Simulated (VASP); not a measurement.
A run of VASP 6.6.1 is set up as follows.

INCAR

```
PREC     = Accurate       # precision mode
ENCUT    = 600            # plane-wave cutoff, eV
EDIFF    = 1E-7           # SCF threshold, eV
ISMEAR   = 0              # smearing method
SIGMA    = 0.1            # smearing width, eV
LREAL    = F              # projectors in reciprocal space
LASPH    = T              # aspherical terms in the spheres
NELM     = 100            # most SCF steps
ALGO     = Fast           # electronic algorithm
ISIF     = 4              # what is computed and relaxed
LWAVE    = F              # write WAVECAR
LCHARG   = F              # write CHGCAR
GGA      = CA             # functional
IBRION   = 2              # ionic algorithm
NSW      = 50             # ionic steps
EDIFFG   = -0.01          # ionic threshold
```

Contents of KPOINTS:

```
regular mesh
0
Gamma
  21 21 12
```

File POSCAR:

```
Be
1.0
    2.2930899663      0.0000000000      0.0000000000
   -1.1465449832      1.9858741640      0.0000000000
    0.0000000000      0.0000000000      3.6126173253
Be
2
Direct
    0.3333333333      0.6666666667      0.2500000000
    0.6666666667      0.3333333333      0.7500000000
```

Potentials or basis: VASP PAW LDA potentials, release 64 (Be).

Launch:

```console
$ cat potpaw_LDA.64/Be/POTCAR > POTCAR
$ mpirun -np 1 vasp_std > vasp.out
```

Question: Estimate the band gap on the k mesh.

Answer: Zero (band 2 reaches 7.41 eV, above the bottom of band 3 at 5.38 eV).

Final structure:
```
Be
1.0
     2.29402    0.00000    0.00000
    -1.14701    1.98668    0.00000
     0.00000    0.00000    3.60968
Be
2
Direct
  0.33333 0.66667 0.25000
  0.66667 0.33333 0.75000
```
